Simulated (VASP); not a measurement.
Here is a VASP 6.6.1 calculation.

File INCAR:

```
SYSTEM = Cu
PREC = Accurate ; ENCUT = 520
EDIFF = 1E-6 ; ISMEAR = 0
SIGMA = 0.15 ; LREAL = .False.
LASPH = .True. ; NELM = 100
ALGO = Normal ; ISIF = 2
LWAVE = .False. ; LCHARG = .False.
GGA = PE ; NBANDS = 12
```

Contents of KPOINTS:

```
regular mesh
0
Gamma
  22 22 22
  0 0 0
```

File POSCAR:

```
Cu
1.0
   -1.4732621059      1.4732621059      1.4280500000
    1.4732621059     -1.4732621059      1.4280500000
    1.4732621059      1.4732621059     -1.4280500000
Cu
1
Direct
    0.0000000000      0.0000000000      0.0000000000
```

Potentials or basis: VASP PAW PBE potentials, release 64 (Cu).

Command:

```bash
$ cat potpaw_PBE.64/Cu/POTCAR > POTCAR
$ mpirun -np 1 vasp_std > vasp.out
```

Q: Predict the pressure.

A: -3.5 GPa.

Stress tensor (GPa, compression positive):
```
-3.34  0.00  0.00
 0.00 -3.34  0.00
 0.00  0.00 -3.82
```
